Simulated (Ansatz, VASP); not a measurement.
**SiNi3 in VASP and in Ansatz**

The input POSCAR:

```
SiNi3
1.0
    3.5182274716      0.0000000000      0.0000000000
    0.0000000000      3.5182274716      0.0000000000
    0.0000000000      0.0000000000      3.5182274716
Ni Si
3 1
Direct
    0.5000000000      0.5000000000      0.0000000000
    0.5000000000      0.0000000000      0.5000000000
    0.0000000000      0.5000000000      0.5000000000
    0.0000000000      0.0000000000      0.0000000000
```

INCAR.step1

```
SYSTEM = SiNi3
PREC = Accurate
ENCUT = 520
ISMEAR = -1
SIGMA = 0.05
LREAL = .FALSE.
LASPH = .TRUE.
NELM = 150
ISPIN = 2
MAGMOM = 1 1 1 0
LMAXMIX = 4
NBANDS = 29
GGA = PE
ALGO = Normal
EDIFF = 1E-4
LWAVE = .TRUE.
LCHARG = .FALSE.
```

The input INCAR.step2:

```
SYSTEM = SiNi3
PREC = Accurate
ENCUT = 520
EDIFF = 1E-6
ISMEAR = -1
SIGMA = 0.05
LREAL = .FALSE.
LASPH = .TRUE.
NELM = 150
ALGO = Normal
ISIF = 2
LWAVE = .FALSE.
LCHARG = .FALSE.
ISPIN = 2
MAGMOM = 1 1 1 0
LORBIT = 11
LMAXMIX = 4
METAGGA = R2SCAN
LMIXTAU = .TRUE.
NBANDS = 29
ISTART = 1
```

The input KPOINTS:

```
regular mesh
0
G
  8 8 8
  0 0 0
```

File input.yaml:

```yaml
crystal:
  lattice:
    - [3.5182274716, 0.0, 0.0]
    - [0.0, 3.5182274716, 0.0]
    - [0.0, 0.0, 3.5182274716]
  atoms:
    - { symbol: Ni, position: [0.5, 0.5, 0.0], spin: 1.0 }
    - { symbol: Ni, position: [0.5, 0.0, 0.5], spin: 1.0 }
    - { symbol: Ni, position: [0.0, 0.5, 0.5], spin: 1.0 }
    - { symbol: Si, position: [0.0, 0.0, 0.0] }
hamiltonian:
  xc: r2scan
  pseudopotentials: { kind: paw }
magnetization:
  spin_polarized: true
kpoints:
  mp_grid: { grid: [8, 8, 8] }
scf:
  occupations: { method: fermi_dirac, width: 0.05 }
output:
  forces: true
  stress: true
  eigenvalues: true
```

Alike in both runs: task single point; functional r2SCAN; k mesh 8 × 8 × 8; occupations fermi-dirac, width 0.05 eV; collinear spin.

```csv
,VASP,Ansatz
version,VASP 6.6.1,Ansatz 0.2.0
potentials or method,"VASP PAW PBE potentials, release 64 (Ni, Si)",Ansatz PAW
plane-wave cutoff (eV),520,500
valence electrons in the cell,34,58
```

|  | VASP | Ansatz | Ansatz less VASP |
| --- | --- | --- | --- |
| gap on the k mesh at the Fermi level (eV) | none | none | - |
| pressure (GPa) | -9.5 | -9.9 | -0.35 |
| net moment per atom (μB) | 0.00 | 0.04 | +0.037 |
| size of the moment on the site where the two differ most (μB) | 0.00 | 0.06 | +0.060 |

VASP's potentials were made for PBE, not for r2SCAN. Site moments also hang on the region over which each program counts them. A gap of «none» marks a metal or a gap that the smearing closes. VASP's potentials hold 34 valence electrons a cell and Ansatz's 58, so a difference there can come from the potentials and not from the codes.

Noted on Ansatz's run: the magnetic or orbital state may not be the lowest.
